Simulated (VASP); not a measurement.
Wanted: the native input for a VASP 6.6.1 run.

```
Task                   : single point
Functional             : LDA
Potentials or basis    : VASP PAW LDA potentials, release 64 (Ni)
Cutoff                 : 520 eV
k mesh                 : 24 × 24 × 24
Occupations            : methfessel-paxton, width 0.1 eV
Spin                   : collinear spin, ferromagnetic start
Starting moments       : [0.7] μB
Dipole correction      : no
Further INCAR settings : ALGO = Normal; EDIFF = 1e-06; NBANDS = 15
```

The structure of Ni lies in POSCAR:

```
Ni
1.0
    0.0000000000      1.7112742081      1.7112742081
    1.7112742081      0.0000000000      1.7112742081
    1.7112742081      1.7112742081      0.0000000000
Ni
1
Direct
    0.0000000000      0.0000000000      0.0000000000
```

These files were run (other wordings do the same):

INCAR

```
SYSTEM = Ni
ALGO = Normal ; EDIFF = 1E-6
ENCUT = 520 ; GGA = CA
ISIF = 2 ; ISMEAR = 1
ISPIN = 2 ; LASPH = .True.
LCHARG = .False. ; LMAXMIX = 4
LORBIT = 11 ; LREAL = .False.
LWAVE = .False. ; MAGMOM = 0.7
NBANDS = 15 ; NELM = 150
PREC = Accurate ; SIGMA = 0.1
```

KPOINTS

```
k-points
0
Gamma
  24 24 24
  0 0 0
```

Potentials or basis: VASP PAW LDA potentials, release 64 (Ni).

Command:

```console
$ cat potpaw_LDA.64/Ni/POTCAR > POTCAR
$ mpirun -np 1 vasp_std > vasp.out
```

It gave:

- Pressure: -0.2 GPa
- Net moment: 0.55 μB per cell
- Site moments: Ni +0.55 μB
- Valence electrons inside the program's atomic spheres: Ni 9.48

Run time: 3.1 min on 1 thread of Intel Xeon 8259CL, on a shared host, peak memory 0.2 GiB.
